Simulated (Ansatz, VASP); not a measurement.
**One calculation of CuAu, two programs**

```
Cu Au
1.0
     2.80000    0.00000    0.00000
     0.00000    2.80000    0.00000
     0.00000    0.00000    3.67000
Cu Au
1 1
Direct
  0.50000 0.50000 0.50000
  0.00000 0.00000 0.00000
```

Alike in both runs: task single point; functional PBEsol; k mesh 6 × 6 × 4; occupations gaussian, width 0.1 eV; no spin polarisation.

|  | VASP | Ansatz |
| --- | --- | --- |
| version | VASP 6.6.1 | Ansatz 0.2.0 |
| potentials or method | VASP PAW PBE potentials, release 64 (Cu, Au), cutoff 520 eV | scalar-relativistic, plane waves, PAW |
| valence electrons in the cell | 22 | 38 |

Ansatz gave:

- gap on the k mesh at the Fermi level (eV): none
- pressure (GPa): -1.6
- traceless stress, the component that is largest in VASP (GPa): -2.21

Q: What did VASP give for the same quantities?

A: gap on the k mesh at the Fermi level (eV): none; pressure (GPa): -1.4; traceless stress, the component that is largest in VASP (GPa): -2.12.

VASP's potentials were made for PBE, not for PBEsol. A gap of «none» marks a metal or a gap that the smearing closes. VASP's potentials hold 22 valence electrons a cell and Ansatz's 38, so a difference there can come from the potentials and not from the codes.

The k mesh is coarse, so the values compare programs but aren't converged. Spin-orbit coupling is off throughout.
